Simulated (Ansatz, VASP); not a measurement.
HPb4: VASP beside Ansatz

Contents of INCAR:

```
ALGO     = Normal         # electronic algorithm
EDIFF    = 1E-6           # SCF threshold, eV
EDIFFG   = -0.01          # ionic threshold
ENCUT    = 600            # plane-wave cutoff, eV
GGA      = PE             # functional
IBRION   = 2              # ionic algorithm
ISIF     = 3              # what is computed and relaxed
ISMEAR   = 0              # smearing method
LASPH    = True           # aspherical terms in the spheres
LCHARG   = False          # write CHGCAR
LREAL    = False          # projectors in reciprocal space
LWAVE    = False          # write WAVECAR
NELM     = 60             # most SCF steps
NSW      = 100            # ionic steps
PREC     = Accurate       # precision mode
SIGMA    = 0.1            # smearing width, eV
```

Contents of KPOINTS:

```
k-points
0
Gamma
  8 8 8
```

File POSCAR:

```
HPb4
1.0
   -3.2724841299      3.2724841299      3.2724841299
    3.2724841299     -3.2724841299      3.2724841299
    3.2724841299      3.2724841299     -3.2724841299
H Pb
1 4
Direct
    0.0000000000      0.0000000000      0.0000000000
    0.5000000000      0.5000000000      0.5000000000
    0.5000000000      0.0000000000      0.0000000000
    0.0000000000      0.0000000000      0.5000000000
    0.0000000000      0.5000000000      0.0000000000
```

Input for Ansatz:

```yaml
crystal:
  lattice:
    - [-3.2724841299, 3.2724841299, 3.2724841299]
    - [3.2724841299, -3.2724841299, 3.2724841299]
    - [3.2724841299, 3.2724841299, -3.2724841299]
  atoms:
    - { symbol: H, position: [0.0, 0.0, 0.0] }
    - { symbol: Pb, position: [0.5, 0.5, 0.5] }
    - { symbol: Pb, position: [0.5, 0.0, 0.0] }
    - { symbol: Pb, position: [0.0, 0.0, 0.5] }
    - { symbol: Pb, position: [0.0, 0.5, 0.0] }
basis:
  ecutwfc: 420
kpoints:
  mp_grid: { grid: [8, 8, 8] }
hamiltonian:
  xc: pbe
scf:
  occupations: { method: gaussian, width: 0.1 }
output:
  forces: true
  stress: true
  eigenvalues: true
relax:
  adjacent_minimum: "off"
  f_tol: 0.01
  max_steps: 80
  cell: { stress_tol: 0.05 }
```

Change from the starting cell: species swapped into the Hg4Pt type (Im-3m, No. 229).

Alike in both runs: task relaxation of cell and atoms; functional PBE; k mesh 8 × 8 × 8; occupations gaussian, width 0.1 eV; no spin polarisation.

|  | VASP | Ansatz |
| --- | --- | --- |
| version | VASP 6.6.1 | Ansatz 0.2.0 |
| potentials or method | VASP PAW PBE potentials, release 64 (H, Pb_d), cutoff 600 eV | scalar-relativistic, plane waves, PAW |
| valence electrons in the cell | 57 | 57 |

|  | VASP | Ansatz | Ansatz less VASP |
| --- | --- | --- | --- |
| gap on the k mesh at the Fermi level, each at its own relaxed structure (eV) | none | none | - |
| relaxed volume (Å³/atom) | 27.83 | 27.81 | -0.014 |
| relaxed length of the cell vector where the two differ most in proportion (Å) | 5.654 | 5.653 | -0.0009 |

A gap of «none» marks a metal or a gap that the smearing closes.

Spin-orbit coupling is off throughout.
